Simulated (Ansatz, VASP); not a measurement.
Cu in VASP and in Ansatz

INCAR

```
ALGO     = Normal         # electronic algorithm
EDIFF    = 1E-7           # SCF threshold, eV
EDIFFG   = -0.005         # ionic threshold
ENCUT    = 600            # plane-wave cutoff, eV
GGA      = PE             # functional
GGA_COMPAT= F            
IBRION   = 2              # ionic algorithm
ISIF     = 3              # what is computed and relaxed
ISMEAR   = -1             # smearing method
LASPH    = T              # aspherical terms in the spheres
LCHARG   = F              # write CHGCAR
LMAXMIX  = 4              # l up to which the mixer works
LORBIT   = 11             # projections on sites
LORBMOM  = T            
LREAL    = F              # projectors in reciprocal space
LSORBIT  = T              # spin-orbit coupling
LWAVE    = F              # write WAVECAR
MAGMOM   = 0 0 0          # initial moments
NELM     = 150            # most SCF steps
NSW      = 60             # ionic steps
PREC     = Accurate       # precision mode
SIGMA    = 0.05           # smearing width, eV
```

KPOINTS

```
k-points
0
Gamma
  19 19 19
```

POSCAR

```
Cu
1.0
    0.0000000000      1.8145933008      1.8145933008
    1.8145933008      0.0000000000      1.8145933008
    1.8145933008      1.8145933008      0.0000000000
Cu
1
Direct
    0.0000000000      0.0000000000      0.0000000000
```

Input for Ansatz:

```yaml
crystal:
  lattice:
    - [0.0, 1.8145933008, 1.8145933008]
    - [1.8145933008, 0.0, 1.8145933008]
    - [1.8145933008, 1.8145933008, 0.0]
  atoms:
    - { symbol: Cu, position: [0.0, 0.0, 0.0] }
kpoints:
  mp_grid: { grid: [19, 19, 19] }
scf:
  occupations: { method: fermi_dirac, width: 0.05 }
hamiltonian:
  xc: pbe
  pseudopotentials: { kind: paw_fr }
output:
  forces: true
  stress: true
relax:
  f_tol: 0.005
  max_steps: 40
  cell: {}
magnetization:
  noncollinear: true
  spin_orbit: true
```

Alike in both runs: task relaxation of cell and atoms; functional PBE; k mesh 19 × 19 × 19; occupations fermi-dirac, width 0.05 eV; non-collinear spin, spin-orbit coupling.

|  | VASP | Ansatz |
| --- | --- | --- |
| version | VASP 6.6.1 | Ansatz 0.2.0 |
| potentials or method | VASP PAW PBE potentials, release 64 (Cu) | PAW with Ansatz's default frozen-core files, fully relativistic files with spin-orbit coupling |
| plane-wave cutoff (eV) | 600 | 420 |
| valence electrons in the cell | 11 | 19 |

```tsv
	VASP	Ansatz	Ansatz less VASP
relaxed volume (Å³/atom)	12.00	11.95	-0.046
relaxed length of the cell vector where the two differ most in proportion (Å)	2.570	2.566	-0.0033
```

VASP's potentials hold 11 valence electrons a cell and Ansatz's 19, so a difference there can come from the potentials and not from the codes.
